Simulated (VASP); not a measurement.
# BN (P1) in VASP: further runs

Runs on BN. Level: PBE. Tasks: single point.

Everything below comes from runs of VASP 6.6.1. Logs are shortened: lines on timing, memory, paths and dates and some standing lists are left out, and cuts for length are marked.

### 1 The cell of the first run

The typed cell holds 8 atoms: a = 3.507 Å, b = 3.574 Å, c = 3.621 Å, α = 90.13°, β = 84.02°, γ = 93.88°.

### 2 Single point, PBE (atoms moved at random and the cell strained at random)

INCAR

```
SYSTEM = BN
PREC     = Accurate       ! precision mode
ENCUT    = 520            ! plane-wave cutoff, eV
EDIFF    = 1E-6           ! SCF threshold, eV
ISMEAR   = 0              ! smearing method
SIGMA    = 0.05           ! smearing width, eV
LREAL    = .FALSE.        ! projectors in reciprocal space
LASPH    = .TRUE.         ! aspherical terms in the spheres
NELM     = 80             ! most SCF steps
ALGO     = Normal         ! electronic algorithm
ISIF     = 2              ! what is computed and relaxed
LWAVE    = .FALSE.        ! write WAVECAR
LCHARG   = .FALSE.        ! write CHGCAR
GGA      = PE             ! functional
NBANDS   = 26             ! bands
```

KPOINTS

```
regular mesh
0
G
  6 6 6
  0 0 0
```

POSCAR

```
BN
1.0
    3.4995909649      0.1200039195     -0.1858766248
   -0.1200039195     -3.5722264805      0.0010645087
    0.1858766248      0.0010645087     -3.6157623961
B N
4 4
Direct
   -0.1046145289      0.4787089050      0.5511200763
    0.5222378180     -0.0867175944      0.3313634006
    0.6117930975      0.4100626995     -0.0488813767
    0.1046089464     -0.0422504851      0.0473136987
    0.7463602521      0.8166283018      0.7209793952
    0.1398560015      0.3074842587      0.8140074649
    0.1944900562      0.8382233574      0.3174437935
    0.7852683571      0.2778605570      0.2666535476
```

Potentials or basis: VASP PAW PBE potentials, release 64 (B, N).

Command:

```console
> cat potpaw_PBE.64/B/POTCAR potpaw_PBE.64/N/POTCAR > POTCAR
> mpirun -np 1 vasp_std > vasp.out
```

OUTCAR:

```text
SYSTEM = BN
   PREC = Accurate
   ENCUT = 520
   EDIFF = 1E-6
   ISMEAR = 0
   LREAL = .FALSE.
   LASPH = .TRUE.
   NELM = 80
   ISIF = 2
   GGA = PE

 ion  position               nearest neighbor table
   1  0.895  0.479  0.551-   8 1.33   5 1.46   6 1.50   3 1.68   7 1.76
   2  0.522  0.913  0.331-   7 1.17   8 1.55   5 1.73   4 1.89
   3  0.612  0.410  0.951-   8 1.44   1 1.68   5 1.69   6 1.79   6 1.93
   4  0.105  0.958  0.047-   7 1.15   6 1.50   8 1.78   5 1.86   2 1.89
   5  0.746  0.817  0.721-   1 1.46   3 1.69   2 1.73   4 1.86
   6  0.140  0.307  0.814-   4 1.50   1 1.50   3 1.79   3 1.93
   7  0.194  0.838  0.317-   4 1.15   2 1.17   1 1.76
   8  0.785  0.278  0.267-   1 1.33   3 1.44   2 1.55   4 1.78

  LATTYP: Found a triclinic cell.
 ALAT       =     3.5065778163
 B/A-ratio  =     1.3604819362
 C/A-ratio  =     1.8609408962
 COS(alpha) =     0.0002147414
 COS(beta)  =     0.6322634397
 COS(gamma) =     0.6559651559

  Lattice vectors:

 A1 = (  -3.4995909649,  -0.1200039195,   0.1858766248)
 A2 = (  -3.3137143401,  -0.1189394108,  -3.4298857713)
 A3 = (  -3.8054715092,  -3.6932949087,   3.8027035296)

Analysis of symmetry for initial positions (statically):
=====================================================================
 Subroutine PRICEL returns:
 Original cell was already a primitive cell.

 Routine SETGRP: Setting up the symmetry group for a
 triclinic supercell.

 Subroutine GETGRP returns: Found  1 space group operations
 (whereof  1 operations were pure point group operations)
 out of a pool of  2 trial point group operations.

The static configuration has the point symmetry C_1 .

Analysis of symmetry for dynamics (positions and initial velocities):
=====================================================================
 Subroutine PRICEL returns:
 Original cell was already a primitive cell.

 Routine SETGRP: Setting up the symmetry group for a
 triclinic supercell.

 Subroutine GETGRP returns: Found  1 space group operations
 (whereof  1 operations were pure point group operations)
 out of a pool of  2 trial point group operations.

The dynamic configuration has the point symmetry C_1 .

 Subroutine INISYM returns: Found  1 space group operations
 (whereof  1 operations are pure point group operations),
 and found     1 'primitive' translations

[... 110 lines left out ...]
   IBRION =     -1    ionic relax: 0-MD 1-quasi-New 2-CG
   NFREE  =      0    steps in history (QN), initial steepest desc. (CG)
   ISIF   =      2    stress and relaxation
   ISYM   =      2    0-nonsym 1-usesym 2-fastsym
   POTIM  = 0.5000    time-step for ionic-motion
   TEBEG  =    0.0;   TEEND  =   0.0 temperature during run
   PSTRESS=    0.0 pullay stress
   NELECT =      32.0000    total number of electrons
   NUPDOWN=      -1.0000    fix difference up-down
   EMIN   =  10.00;   EMAX   =-10.00  energy-range for DOS
   EFERMI =   0.00;   METHOD = LEGACY
   ISMEAR =     0;   SIGMA  =   0.05  broadening in eV -4-tet -1-fermi 0-gaus
   EFERMI_NEDOS =   21; number of points for ismear=-14 and -15
   IALGO  =     38    algorithm
   IMIX   =      4    mixing-type and parameters
     AMIX     =   0.40;   BMIX     =  1.00
     AMIX_MAG =   1.60;   BMIX_MAG =  1.00
  volume/ion in A,a.u.               =       5.63        37.98
  Fermi-wavevector in a.u.,A,eV,Ry     =   1.460951  2.760798 29.039988  2.134379
  Thomas-Fermi vector in A             =   2.577340
   LORBIT       =      0    0 simple, 1 ext, 2 COOP (PROOUT), +10 PAW based schemes
   GGA     = PE    functional components
   LHFCALC =     F    Hartree Fock is set to
   AEXX    =    0.0000 exact exchange contribution
   IVDW    =     0    specifies the selected vdW correction
   LEPSILON=     F    determine dielectric tensor
   LRPA    =     F    only Hartree local field effects (RPA)
 non-spin polarized calculation
 Gauss-broadening in eV      SIGMA  =   0.05
  energy-cutoff  :      520.00
  volume of cell :       45.03
 maximum number of plane-waves:      1224
 NGX is ok and might be reduce to    28
   NGX = 13   NGY = 13   NGZ = 13

 number of electron      32.0000001 magnetization

 Free energy of the ion-electron system (eV)
  ---------------------------------------------------
  ext. energy  EPLUGINS =         0.00000000
  ---------------------------------------------------
  free energy    TOTEN  =       -50.19851326 eV

  energy without entropy =      -50.19657148  energy(sigma->0) =      -50.19754237

 E-fermi :   9.8213     XC(G=0): -13.0714

 val. band max:        9.8186070571   @ k =   0.1667   0.1667   0.1667
 cond. band min:       9.8329040677   @ k =   0.5000  -0.3333   0.3333
 fundamental gap:      0.0142970107
 Fermi energy:         9.8213006316

 k-point     1 :       0.0000    0.0000    0.0000
  band No.  band energies     occupation
      1     -13.5378      2.00000
      2      -9.2056      2.00000
      3      -7.5095      2.00000
      4      -6.0171      2.00000
      5      -2.3187      2.00000
      6      -1.6248      2.00000
[... 685 lines left out ...]
     25      20.5852      0.00000
     26      21.9922      0.00000

 [... further k-points ...]

------------------------ aborting loop because EDIFF is reached ----------------------------------------

  FORCE on cell =-STRESS in cart. coord.  units (eV):
  Direction    XX          YY          ZZ          XY          YZ          ZX
  --------------------------------------------------------------------------------------
  -------------------------------------------------------------------------------------
  Total       37.5196376     21.9168624     35.2734344     -1.6904667     -1.3553356      8.4075023
  in kB     1335.0638116    779.8692021   1255.1370113    -60.1519917    -48.2269978    299.1647241
  external PRESSURE =    1123.3566750 kB  Pullay stress =       0.0000000 kB

 VOLUME and BASIS-vectors are now :
 -----------------------------------------------------------------------------
  energy-cutoff  :      520.00
  volume of cell :       45.03
      direct lattice vectors                 reciprocal lattice vectors
     3.499590965  0.120003920 -0.185876625     0.286861086 -0.009632301  0.014743921
    -0.120003920 -3.572226480  0.001064509     0.009632301 -0.280260919  0.000412660
     0.185876625  0.001064509 -3.615762396    -0.014743921  0.000412660 -0.277324669

 POSITION                                       TOTAL-FORCE (eV/Angst)
 -----------------------------------------------------------------------------------
      3.17848     -1.60202     -2.15864         5.114203     -1.933474     -2.633884
      1.77961     -3.19943     -1.29423        15.563909     -4.691911     -6.396443
      2.26861     -1.39041     -3.55230        -3.494175     -3.569672      1.988718
      0.25995     -3.40869     -0.18950        -9.419809     -9.347062     18.390125
      2.64797     -2.82685     -2.74475        -3.979980      4.523513     -3.817064
      0.60384     -1.08075     -2.96893         7.314533      0.247746      0.369598
      0.63905     -2.97065     -1.18306        -3.354619     11.596575     -9.916609
      2.76434     -0.89806     -1.10982        -7.744063      3.174286      2.015560
 -----------------------------------------------------------------------------------
    total drift:                                0.000186     -0.000176     -0.000063

  FREE ENERGIE OF THE ION-ELECTRON SYSTEM (eV)
  ---------------------------------------------------
  free  energy   TOTEN  =       -50.1985132572 eV

  energy  without entropy=      -50.1965714832  energy(sigma->0) =      -50.19754237
```

OSZICAR:

```text
N       E                     dE             d eps       ncg     rms          rms(c)
DAV:   1     0.123705855618E+03    0.12371E+03   -0.16880E+04  5824   0.120E+03
DAV:   2    -0.501077102479E+02   -0.17381E+03   -0.16085E+03  7278   0.291E+02
DAV:   3    -0.574866572006E+02   -0.73789E+01   -0.72738E+01  7510   0.579E+01
DAV:   4    -0.575425127297E+02   -0.55856E-01   -0.55760E-01  7106   0.509E+00
DAV:   5    -0.575431164570E+02   -0.60373E-03   -0.60325E-03  7378   0.461E-01    0.177E+01
DAV:   6    -0.508609045104E+02    0.66822E+01   -0.13029E+01  7030   0.266E+01    0.792E+00
DAV:   7    -0.503492369254E+02    0.51167E+00   -0.20580E+00  7100   0.109E+01    0.498E+00
DAV:   8    -0.502120052262E+02    0.13723E+00   -0.25648E-01  7180   0.431E+00    0.265E+00
DAV:   9    -0.501989572598E+02    0.13048E-01   -0.90488E-02  7108   0.212E+00    0.607E-01
DAV:  10    -0.501983969775E+02    0.56028E-03   -0.76250E-03  7026   0.718E-01    0.274E-01
DAV:  11    -0.501984645259E+02   -0.67548E-04   -0.11511E-03  7076   0.266E-01    0.644E-02
DAV:  12    -0.501985044800E+02   -0.39954E-04   -0.21280E-04  7248   0.102E-01    0.303E-02
DAV:  13    -0.501985117270E+02   -0.72470E-05   -0.21639E-05  7186   0.397E-02    0.106E-02
DAV:  14    -0.501985130846E+02   -0.13577E-05   -0.25222E-06  6022   0.133E-02    0.291E-03
DAV:  15    -0.501985132572E+02   -0.17262E-06   -0.27746E-07  3442   0.393E-03
   1 F= -.50198513E+02 E0= -.50197542E+02  d E =-.194177E-02
```

It took 47 s on 1 thread of Intel Xeon 6975P-C (Granite Rapids), shared host; peak memory 0.21 GiB.

Results:

* Free energy: -50.1985 eV
* Pressure: 112.3 GPa
* Largest force: 22.678 eV/Å
* Band gap on the k mesh: zero (bands 16 and 17 overlap by 0.60 eV)

Forces in eV/Å, atoms in the order of the input:
```
B    5.114 -1.933 -2.634
B   15.564 -4.692 -6.396
B   -3.494 -3.570  1.989
B   -9.420 -9.347 18.390
N   -3.980  4.524 -3.817
N    7.315  0.248  0.370
N   -3.355 11.597 -9.917
N   -7.744  3.174  2.016
```

Stress tensor (GPa, compression positive):
```
133.51  -6.02  29.92
 -6.02  77.99  -4.82
 29.92  -4.82 125.51
```

Caveat: the cell differs from its parent crystal (atoms moved at random and the cell strained at random); the cell stands under pressure; semilocal functionals underestimate gaps, so a narrow gap can read as zero; forces of over 1 eV/Å act on the atoms, so gaps and moduli don't describe the material at rest.

### 3 Single point, PBE (atoms moved at random and the cell strained at random)

INCAR

```
SYSTEM = BN
ALGO = Normal
EDIFF = 1E-6
ENCUT = 520
GGA = PE
ISIF = 2
ISMEAR = 0
LASPH = .TRUE.
LCHARG = .FALSE.
LREAL = .FALSE.
LWAVE = .FALSE.
NBANDS = 26
NELM = 100
PREC = Accurate
SIGMA = 0.05
```

KPOINTS

```
k-points
0
G
  6 6 6
  0 0 0
```

POSCAR

```
BN
1.0
    3.7242807258     -0.0998240063      0.1335881096
    0.0998240063     -3.8706007809      0.0352110041
   -0.1335881096      0.0352110041     -3.4167317020
B N
4 4
Direct
    0.0763599462      0.4132724236      0.4428984338
    0.4824020615     -0.0092003495      0.4978502374
    0.4117159441      0.5483951543      0.0146262148
    0.0981495443     -0.0027306513     -0.0332390746
    0.7029404763      0.7692251656      0.6471453427
    0.1842498586      0.3683741230      0.7933925798
    0.2124462121      0.7900137513      0.2550265369
    0.8317359569      0.1226503830      0.3822997292
```

Potentials or basis: VASP PAW PBE potentials, release 64 (B, N).

Command:

```console
> cat potpaw_PBE.64/B/POTCAR potpaw_PBE.64/N/POTCAR > POTCAR
> mpirun -np 1 vasp_std > vasp.out
```

Wall time 51 s (1 thread of Intel Xeon 6975P-C (Granite Rapids), shared host); peak memory 0.23 GiB.

Results (log left out):

```yaml
Free_energy: -49.9018 eV
Pressure: 84.2 GPa
Largest_force: 15.545 eV/Å
Band_gap_on_the_k_mesh: zero (bands 16 and 17 overlap by 0.90 eV)
```

Forces on the atoms (eV/Å):
```
B    -7.071  -2.941   6.757
B    -1.780  -5.177   4.218
B     6.451  -2.078  -0.292
B    -7.819  -4.535   3.483
N     5.800   7.766 -12.153
N     3.709   8.755  -6.803
N     4.943   5.633  -2.943
N    -4.233  -7.423   7.733
```

Stress tensor (GPa, compression positive):
```
 65.59  42.17 -51.81
 42.17  69.52   0.20
-51.81   0.20 117.36
```

Levels at points of the mesh, in eV from the Fermi level:
| k point | band 13 | band 14 | band 15 | band 16 | band 17 | band 18 | band 19 | band 20 |
| --- | --- | --- | --- | --- | --- | --- | --- | --- |
| (0.00, 0.00, 0.00) | -4.28 | -3.30 | -2.79 | -1.75 | -0.04 | 0.98 | 2.56 | 3.31 |
| (0.50, 0.00, 0.00) | -5.13 | -3.67 | -2.47 | -0.79 | 0.20 | 0.71 | 3.37 | 4.24 |
| (0.00, 0.50, 0.00) | -3.98 | -3.35 | -2.12 | -1.50 | 0.79 | 1.47 | 3.42 | 4.02 |
| (0.50, 0.50, 0.00) | -3.62 | -3.10 | -2.53 | -0.54 | 0.84 | 1.58 | 3.76 | 4.76 |
| (0.00, 0.00, 0.50) | -4.11 | -3.94 | -2.03 | -1.60 | 0.75 | 2.02 | 3.51 | 4.05 |
| (0.50, 0.00, 0.50) | -3.81 | -3.55 | -1.90 | 0.03 | 0.91 | 2.96 | 4.13 | 4.95 |
| (0.00, 0.50, 0.50) | -5.33 | -4.77 | -1.10 | 0.23 | 1.05 | 1.84 | 3.28 | 4.64 |
| (0.50, 0.50, 0.50) | -3.31 | -2.25 | -1.36 | -0.27 | 1.37 | 1.78 | 3.79 | 4.39 |

Caveat: the cell differs from its parent crystal (atoms moved at random and the cell strained at random); the cell stands under pressure; forces of over 1 eV/Å act on the atoms, so gaps and moduli don't describe the material at rest.

### 4 Single point, PBE (atoms moved at random and the cell strained at random)

INCAR

```
PREC     = Accurate       # precision mode
ENCUT    = 520            # plane-wave cutoff, eV
EDIFF    = 1E-6           # SCF threshold, eV
ISMEAR   = 0              # smearing method
SIGMA    = 0.05           # smearing width, eV
LREAL    = F              # projectors in reciprocal space
LASPH    = T              # aspherical terms in the spheres
NELM     = 100            # most SCF steps
ALGO     = Normal         # electronic algorithm
ISIF     = 2              # what is computed and relaxed
LWAVE    = F              # write WAVECAR
LCHARG   = T              # write CHGCAR
GGA      = PE             # functional
LELF     = T              # ELF
LVHAR    = T            
NBANDS   = 26             # bands
```

KPOINTS

```
regular mesh
0
Gamma
  6 6 6
```

POSCAR

```
BN
1.0
    3.5798027918     -0.0907418286     -0.1547922462
    0.0907418286     -3.4559606287     -0.0416073002
    0.1547922462     -0.0416073002     -3.4897776414
B N
4 4
Direct
    0.0205470455      0.5413058323      0.5467203586
    0.5198442509      0.0077427242      0.4467088227
    0.5048598500      0.4639765881     -0.0487236296
    0.0116800836     -0.0065767914     -0.0027335798
    0.7318239730      0.7866727339      0.7798846069
    0.2219498017      0.2744862931      0.7653904881
    0.2841245440      0.6681982549      0.2710482205
    0.7051704512      0.2641943650      0.2417047125
```

Command:

```console
> cat potpaw_PBE.64/B/POTCAR potpaw_PBE.64/N/POTCAR > POTCAR
> mpirun -np 1 vasp_std > vasp.out
```

Run time: 46 s. Hardware: 1 thread of Intel Xeon 6975P-C (Granite Rapids), shared host; peak memory 0.21 GiB.

It converged, with:

```yaml
Free_energy: -62.9052 eV
Pressure: 74.9 GPa
Largest_force: 11.951 eV/Å
Band_gap_on_the_k_mesh: 1.53 eV
```

Forces in eV/Å, atoms in the order of the input:
```
B    -3.664   1.493   1.372
B    -4.447   4.869  -6.560
B    -0.357  -2.981  -3.824
B    -1.966  -0.068  -3.083
N     2.159   1.611   4.780
N     2.068   5.274   1.620
N    -2.910 -11.113   3.296
N     9.118   0.914   2.400
```

Stress tensor (GPa, compression positive):
```
 64.94  13.87  39.00
 13.87  81.12 -27.13
 39.00 -27.13  78.69
```

Levels at points of the mesh, in eV from the valence-band top:
```csv
k point,band 12,band 13,band 14,band 15,band 16,band 17,band 18,band 19,band 20,band 21
"(0.00, 0.00, 0.00)",-5.77,-4.97,-2.58,-1.57,0.00,1.53,2.64,3.71,6.10,6.67
"(0.50, 0.00, 0.00)",-5.47,-4.75,-3.89,-3.59,-2.93,4.62,5.46,7.02,7.46,8.18
"(0.00, 0.50, 0.00)",-5.70,-4.80,-4.36,-3.69,-2.47,4.40,4.93,7.23,8.27,8.79
"(0.50, 0.50, 0.00)",-5.73,-4.99,-3.25,-2.54,-1.62,5.82,6.04,8.25,8.59,9.03
"(0.00, 0.00, 0.50)",-5.82,-5.00,-3.71,-3.66,-2.56,4.49,4.89,6.92,7.42,7.83
"(0.50, 0.00, 0.50)",-6.05,-3.97,-3.59,-3.29,-1.77,5.13,7.18,7.57,8.33,9.38
"(0.00, 0.50, 0.50)",-5.96,-3.82,-3.38,-2.58,-1.82,6.46,6.67,7.48,8.85,9.57
"(0.50, 0.50, 0.50)",-3.79,-3.06,-2.00,-1.85,-0.89,5.12,6.48,7.31,8.24,8.46
```

Caveat: the cell differs from its parent crystal (atoms moved at random and the cell strained at random); the cell stands under pressure; forces of over 1 eV/Å act on the atoms, so gaps and moduli don't describe the material at rest.

### 5 The runs side by side

| cell | gap on the mesh (eV) | pressure (GPa) | largest force (eV/Å) |
| --- | --- | --- | --- |
| a = 3.507, b = 3.574, c = 3.621 Å, angles 90.1, 84.0, 93.9°, 8 atoms, atomic positions A | none | 112.3 | 22.68 |
| a = 3.728, b = 3.872, c = 3.420 Å, angles 91.2, 94.3, 87.0°, 8 atoms, atomic positions B | none | 84.2 | 15.55 |
| a = 3.584, b = 3.457, c = 3.493 Å, angles 88.6, 85.0, 87.0°, 8 atoms, atomic positions C | 1.53 | 74.9 | 11.95 |

Alike in all rows: task single point; level PBE; potentials or basis VASP PAW PBE potentials, release 64 (B, N); no spin polarisation; k mesh 6 × 6 × 6; cutoff (eV) 520; smearing gaussian 0.05 eV.

Caveats: the cell stands under pressure; forces of over 1 eV/Å act on the atoms, so gaps and moduli don't describe the material at rest; semilocal functionals underestimate gaps, so a narrow gap can read as zero (at least some runs).

Total energies depend on the potentials used, so only differences within one code and one set of settings carry meaning.
